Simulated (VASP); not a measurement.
# MoS2 (R-3m) in VASP: single point with r2SCAN+U

Aim: the single point of MoS2 with r2SCAN+U.

Everything below comes from runs of VASP 6.6.1. Logs are shortened: lines on timing, memory, paths and dates and some standing lists are left out, and cuts for length are marked.

## 1. The cell of the first run

It takes space group R-3m (No. 166, trigonal). The conventional cell has a = 3.171 Å, b = 3.171 Å, c = 18.345 Å, α = 90.00°, β = 90.00°, γ = 120.00°. Mo (site symmetry -3m) has 6 S at 2.39 Å and 6 Mo at 3.17 Å within 3.2 Å. Within 3.2 Å of S (site symmetry 3m) lie 3 Mo at 2.39 Å and 6 S at 3.17 Å.

## 2. Single point, r2SCAN+U, collinear spin

File POSCAR:

```
MoS2
1.0
    1.5855002900      0.9153890200      6.1149982500
   -1.5855002900      0.9153890200      6.1149982500
    0.0000000000     -1.8307780400      6.1149982500
Mo S
1 2
Direct
    0.0000000000      0.0000000000      0.0000000000
    0.7500000000      0.7500000000      0.7500000000
    0.2500000000      0.2500000000      0.2500000000
```

File INCAR.step1:

```
SYSTEM = MoS2
PREC     = Accurate       ! precision mode
ENCUT    = 520            ! plane-wave cutoff, eV
ISMEAR   = 0              ! smearing method
SIGMA    = 0.05           ! smearing width, eV
LREAL    = .FALSE.        ! projectors in reciprocal space
LASPH    = .TRUE.         ! aspherical terms in the spheres
NELM     = 150            ! most SCF steps
ISPIN    = 2              ! spin polarisation
MAGMOM   = 1.47 -0.04 -0.04 ! initial moments
LMAXMIX  = 4              ! l up to which the mixer works
LDAU     = .TRUE.         ! DFT+U
LDAUTYPE = 2            
LDAUL    = 2 -1           ! shell
LDAUU    = 4 0            ! U, eV
LDAUJ    = 0 0          
NBANDS   = 24             ! bands
GGA      = PE             ! functional
ALGO     = Normal         ! electronic algorithm
EDIFF    = 1E-4           ! SCF threshold, eV
LWAVE    = .TRUE.         ! write WAVECAR
LCHARG   = .FALSE.        ! write CHGCAR
```

File INCAR.step2:

```
SYSTEM = MoS2
PREC     = Accurate       ! precision mode
ENCUT    = 520            ! plane-wave cutoff, eV
EDIFF    = 1E-6           ! SCF threshold, eV
ISMEAR   = 0              ! smearing method
SIGMA    = 0.05           ! smearing width, eV
LREAL    = .FALSE.        ! projectors in reciprocal space
LASPH    = .TRUE.         ! aspherical terms in the spheres
NELM     = 150            ! most SCF steps
ALGO     = Normal         ! electronic algorithm
ISIF     = 2              ! what is computed and relaxed
LWAVE    = .FALSE.        ! write WAVECAR
LCHARG   = .TRUE.         ! write CHGCAR
ISPIN    = 2              ! spin polarisation
MAGMOM   = 1.47 -0.04 -0.04 ! initial moments
LORBIT   = 11             ! projections on sites
LMAXMIX  = 4              ! l up to which the mixer works
LDAU     = .TRUE.         ! DFT+U
LDAUTYPE = 2            
LDAUL    = 2 -1           ! shell
LDAUU    = 4 0            ! U, eV
LDAUJ    = 0 0          
LDAUPRINT= 1            
METAGGA  = R2SCAN         ! meta-GGA
LMIXTAU  = .TRUE.       
LELF     = .TRUE.         ! ELF
LVHAR    = .TRUE.       
NBANDS   = 24             ! bands
ISTART   = 1
```

File KPOINTS:

```
Automatic mesh
0
G
  7 7 7
  0 0 0
```

Potentials or basis: VASP PAW PBE potentials, release 64 (Mo_sv, S).

Command:

```console
$ cat potpaw_PBE.64/Mo_sv/POTCAR potpaw_PBE.64/S/POTCAR > POTCAR
$ cp INCAR.step1 INCAR
$ mpirun -np 1 vasp_std > vasp.out
$ cp INCAR.step2 INCAR
$ mpirun -np 1 vasp_std > vasp.out
```

OUTCAR:

```text
SYSTEM = MoS2
   PREC = Accurate
   ENCUT = 520
   EDIFF = 1E-6
   ISMEAR = 0
   LREAL = .FALSE.
   LASPH = .TRUE.
   NELM = 150
   ISIF = 2
   ISPIN = 2
   LORBIT = 11
   METAGGA = R2SCAN
   ISTART = 1

 ion  position               nearest neighbor table
   1  0.000  0.000  0.000-   2 2.39   2 2.39   3 2.39   3 2.39   2 2.39   3 2.39
   2  0.750  0.750  0.750-   1 2.39   1 2.39   1 2.39
   3  0.250  0.250  0.250-   1 2.39   1 2.39   1 2.39

  LATTYP: Found a trigonal (rhomboedric) cell.
 ALAT       =     6.3831772516
 COS(alpha) =     0.8766074785

  Lattice vectors:

 A1 = (   1.5855002900,   0.9153890200,   6.1149982500)
 A2 = (  -1.5855002900,   0.9153890200,   6.1149982500)
 A3 = (   0.0000000000,  -1.8307780400,   6.1149982500)

Analysis of symmetry for initial positions (statically):
=====================================================================
 Subroutine PRICEL returns:
 Original cell was already a primitive cell.

 Routine SETGRP: Setting up the symmetry group for a
 trigonal (rhombohedral) supercell.

 Subroutine GETGRP returns: Found 12 space group operations
 (whereof 12 operations were pure point group operations)
 out of a pool of 12 trial point group operations.

The static configuration has the point symmetry D_3d.

Analysis of symmetry for dynamics (positions and initial velocities):
=====================================================================
 Subroutine PRICEL returns:
 Original cell was already a primitive cell.

 Routine SETGRP: Setting up the symmetry group for a
 trigonal (rhombohedral) supercell.

 Subroutine GETGRP returns: Found 12 space group operations
 (whereof 12 operations were pure point group operations)
 out of a pool of 12 trial point group operations.

The dynamic configuration has the point symmetry D_3d.

Analysis of structural, dynamic, and magnetic symmetry:
=====================================================================
 Subroutine PRICEL returns:
 Original cell was already a primitive cell.

 Routine SETGRP: Setting up the symmetry group for a
 trigonal (rhombohedral) supercell.

 Subroutine GETGRP returns: Found 12 space group operations
 (whereof 12 operations were pure point group operations)
 out of a pool of 12 trial point group operations.

The overall configuration has the point symmetry D_3d.

 Subroutine INISYM returns: Found 12 space group operations
 (whereof 12 operations are pure point group operations),
 and found     1 'primitive' translations

----------------------------------------------------------------------------------------

                                     Primitive cell

  volume of cell :      53.2500

  direct lattice vectors                    reciprocal lattice vectors
     1.585500290  0.915389020  6.114998250     0.315357874  0.182071953  0.054510781
    -1.585500290  0.915389020  6.114998250    -0.315357874  0.182071953  0.054510781
     0.000000000 -1.830778040  6.114998250     0.000000000 -0.364143906  0.054510781

  length of vectors
     6.383177252  6.383177252  6.383177252     0.368201317  0.368201317  0.368201317

  position of ions in fractional coordinates (direct lattice)
     0.000000000  0.000000000  0.000000000
     0.750000000  0.750000000  0.750000000
     0.250000000  0.250000000  0.250000000

  ion indices of the primitive-cell ions
   primitive index   ion index
                 1           1
                 2           2
                 3           3

----------------------------------------------------------------------------------------

[... 73 lines left out ...]
   IBRION =     -1    ionic relax: 0-MD 1-quasi-New 2-CG
   NFREE  =      0    steps in history (QN), initial steepest desc. (CG)
   ISIF   =      2    stress and relaxation
   ISYM   =      2    0-nonsym 1-usesym 2-fastsym
   POTIM  = 0.5000    time-step for ionic-motion
   TEBEG  =    0.0;   TEEND  =   0.0 temperature during run
   PSTRESS=    0.0 pullay stress
   NELECT =      26.0000    total number of electrons
   NUPDOWN=      -1.0000    fix difference up-down
   EMIN   =  10.00;   EMAX   =-10.00  energy-range for DOS
   EFERMI =   0.00;   METHOD = LEGACY
   ISMEAR =     0;   SIGMA  =   0.05  broadening in eV -4-tet -1-fermi 0-gaus
   EFERMI_NEDOS =   21; number of points for ismear=-14 and -15
   IALGO  =     38    algorithm
   IMIX   =      4    mixing-type and parameters
     AMIX     =   0.40;   BMIX     =  1.00
     AMIX_MAG =   1.60;   BMIX_MAG =  1.00
  volume/ion in A,a.u.               =      17.75       119.78
  Fermi-wavevector in a.u.,A,eV,Ry     =   1.289118  2.436080 22.610512  1.661826
  Thomas-Fermi vector in A             =   2.421031
   LORBIT       =     11    0 simple, 1 ext, 2 COOP (PROOUT), +10 PAW based schemes
 LDA+U is selected, type is set to LDAUTYPE =  2
   angular momentum for each species LDAUL =     2   -1
   U (eV)           for each species LDAUU =   4.0  0.0
   J (eV)           for each species LDAUJ =   0.0  0.0
   METAGGA = R2SCAN    functional components
   LHFCALC =     F    Hartree Fock is set to
   AEXX    =    0.0000 exact exchange contribution
   IVDW    =     0    specifies the selected vdW correction
   LEPSILON=     F    determine dielectric tensor
   LRPA    =     F    only Hartree local field effects (RPA)
 spin polarized calculation
 Gauss-broadening in eV      SIGMA  =   0.05
  energy-cutoff  :      520.00
  volume of cell :       53.25
 maximum number of plane-waves:      1447
   NGX = 23   NGY = 23   NGZ = 23

atom =   1  type =  1  l = 2

 onsite density matrix

spin component  1

  0.4009 -0.0000  0.0000 -0.0535 -0.0000
 -0.0000  0.4631 -0.0000  0.0000 -0.0535
  0.0000 -0.0000  0.2958  0.0000  0.0000
 -0.0535  0.0000  0.0000  0.4631 -0.0000
 -0.0000 -0.0535  0.0000 -0.0000  0.4009

spin component  2

  0.3069  0.0000  0.0000  0.0223 -0.0000
  0.0000  0.3969  0.0000  0.0000  0.0223
  0.0000  0.0000  0.4521 -0.0000  0.0000
  0.0223  0.0000 -0.0000  0.3969 -0.0000
 -0.0000  0.0223  0.0000 -0.0000  0.3069

 occupancies and eigenvectors

  o =  0.2958  v =  0.0000  0.0000 -1.0000 -0.0000  0.0000  0.0000  0.0000  0.0000  0.0000  0.0000      0.0000  0.0000  0.0000  0.0000  0.0000  0.0000  0.0000  0.0000  0.0000  0.0000
  o =  0.3016  v =  0.0000  0.0000  0.0000  0.0000  0.0000  0.9737 -0.0000 -0.0000 -0.2279  0.0000      0.0000  0.0000  0.0000  0.0000  0.0000  0.0000  0.0000  0.0000  0.0000  0.0000
  o =  0.3016  v =  0.0000  0.0000  0.0000  0.0000  0.0000 -0.0000 -0.2279 -0.0000  0.0000  0.9737      0.0000  0.0000  0.0000  0.0000  0.0000  0.0000  0.0000  0.0000  0.0000  0.0000
  o =  0.3701  v = -0.8668  0.0000  0.0000 -0.4986 -0.0000  0.0000  0.0000  0.0000  0.0000  0.0000      0.0000  0.0000  0.0000  0.0000  0.0000  0.0000  0.0000  0.0000  0.0000  0.0000
  o =  0.3701  v =  0.0000  0.4986  0.0000 -0.0000  0.8668  0.0000  0.0000  0.0000  0.0000  0.0000      0.0000  0.0000  0.0000  0.0000  0.0000  0.0000  0.0000  0.0000  0.0000  0.0000
  o =  0.4021  v =  0.0000  0.0000  0.0000  0.0000  0.0000 -0.2279  0.0000 -0.0000 -0.9737  0.0000      0.0000  0.0000  0.0000  0.0000  0.0000  0.0000  0.0000  0.0000  0.0000  0.0000
  o =  0.4021  v =  0.0000  0.0000  0.0000  0.0000  0.0000 -0.0000 -0.9737  0.0000 -0.0000 -0.2279      0.0000  0.0000  0.0000  0.0000  0.0000  0.0000  0.0000  0.0000  0.0000  0.0000
  o =  0.4521  v =  0.0000  0.0000  0.0000  0.0000  0.0000 -0.0000  0.0000  1.0000 -0.0000  0.0000      0.0000  0.0000  0.0000  0.0000  0.0000  0.0000  0.0000  0.0000  0.0000  0.0000
  o =  0.4938  v =  0.4986  0.0000  0.0000 -0.8668 -0.0000  0.0000  0.0000  0.0000  0.0000  0.0000      0.0000  0.0000  0.0000  0.0000  0.0000  0.0000  0.0000  0.0000  0.0000  0.0000
  o =  0.4938  v =  0.0000  0.8668 -0.0000  0.0000 -0.4986  0.0000  0.0000  0.0000  0.0000  0.0000      0.0000  0.0000  0.0000  0.0000  0.0000  0.0000  0.0000  0.0000  0.0000  0.0000

 number of electron      25.9999998 magnetization       0.1628989

 Free energy of the ion-electron system (eV)
  ---------------------------------------------------
  ext. energy  EPLUGINS =         0.00000000
  ---------------------------------------------------
  free energy    TOTEN  =       -39.36419384 eV

  energy without entropy =      -39.36285069  energy(sigma->0) =      -39.36352227

 E-fermi :   7.8901     XC(G=0): -11.5039

 val. band max:        7.8534689891   @ k =   0.2857   0.2857   0.2857
 cond. band min:       7.8955831040   @ k =   0.1429   0.0000   0.0000
 fundamental gap:      0.0421141150
 Fermi energy:         7.8901107666

 spin component 1

 k-point     1 :       0.0000    0.0000    0.0000
  band No.  band energies     occupation
      1     -56.4581      1.00000
      2     -29.7731      1.00000
      3     -29.7731      1.00000
      4     -29.6795      1.00000
      5      -8.1909      1.00000
      6      -6.4602      1.00000
[... 1289 lines left out ...]
     23      19.3032      0.00000
     24      20.4373      0.00000

 [... further k-points ...]

------------------------ aborting loop because EDIFF is reached ----------------------------------------

  FORCE on cell =-STRESS in cart. coord.  units (eV):
  Direction    XX          YY          ZZ          XY          YZ          ZX
  --------------------------------------------------------------------------------------
  -------------------------------------------------------------------------------------
  Total        3.4366014      3.4366014      3.4923062      0.0000000      0.0000000      0.0000000
  in kB      103.3999021    103.3999023    105.0759397      0.0000000      0.0000000      0.0000000
  external PRESSURE =     103.9585814 kB  Pullay stress =       0.0000000 kB

 VOLUME and BASIS-vectors are now :
 -----------------------------------------------------------------------------
  energy-cutoff  :      520.00
  volume of cell :       53.25
      direct lattice vectors                 reciprocal lattice vectors
     1.585500290  0.915389020  6.114998250     0.315357874  0.182071953  0.054510781
    -1.585500290  0.915389020  6.114998250    -0.315357874  0.182071953  0.054510781
     0.000000000 -1.830778040  6.114998250     0.000000000 -0.364143906  0.054510781

 POSITION                                       TOTAL-FORCE (eV/Angst)
 -----------------------------------------------------------------------------------
      0.00000      0.00000      0.00000         0.000000      0.000000     -0.000000
      0.00000      0.00000     13.75875         0.000000     -0.000000      1.048099
      0.00000      0.00000      4.58625         0.000000     -0.000000     -1.048099
 -----------------------------------------------------------------------------------
    total drift:                               -0.000000      0.000000      0.000000

  FREE ENERGIE OF THE ION-ELECTRON SYSTEM (eV)
  ---------------------------------------------------
  free  energy   TOTEN  =       -39.3641938390 eV

  energy  without entropy=      -39.3628506937  energy(sigma->0) =      -39.36352227

 total charge

# of ion       s       p       d       tot
------------------------------------------
    1        2.304   6.243   3.831  12.378
    2        1.358   2.386   0.000   3.744
    3        1.358   2.386   0.000   3.744
--------------------------------------------------
tot          5.020  11.015   3.831  19.866

 magnetization (x)

# of ion       s       p       d       tot
------------------------------------------
    1        0.003   0.000   0.163   0.166
    2        0.000  -0.008   0.000  -0.007
    3        0.000  -0.008   0.000  -0.007
--------------------------------------------------
tot          0.003  -0.015   0.163   0.151
```

Run time: 39 min. Hardware: 1 thread of Intel Xeon 8259CL, shared host; peak memory 0.51 GiB.

What came out:

| Property | Result |
| --- | --- |
| Free energy | -39.3642 eV |
| Pressure | 10.4 GPa |
| Largest force | 1.048 eV/Å |
| Net moment | 0.16 μB per cell |
| Site moments | Mo +0.17; S -0.01 μB |
| Valence electrons inside the program's atomic spheres | Mo 12.38; S 3.74 |

Forces in eV/Å, atoms in the order of the input:
```
Mo   0.000  0.000  0.000
S    0.000  0.000  1.048
S    0.000  0.000 -1.048
```

Stress tensor (GPa, compression positive):
```
10.34  0.00  0.00
 0.00 10.34  0.00
 0.00  0.00 10.51
```

Eigenvalues of the final occupation matrices:
```tsv
site	spin	trace	eigenvalues
site 1 d	1	2.02	0.30 0.37 0.37 0.49 0.49
site 1 d	2	1.86	0.30 0.30 0.40 0.40 0.45
```

Caveat: the cell stands under pressure; the PAW data sets were made with another functional, which shifts forces and pressure a little.
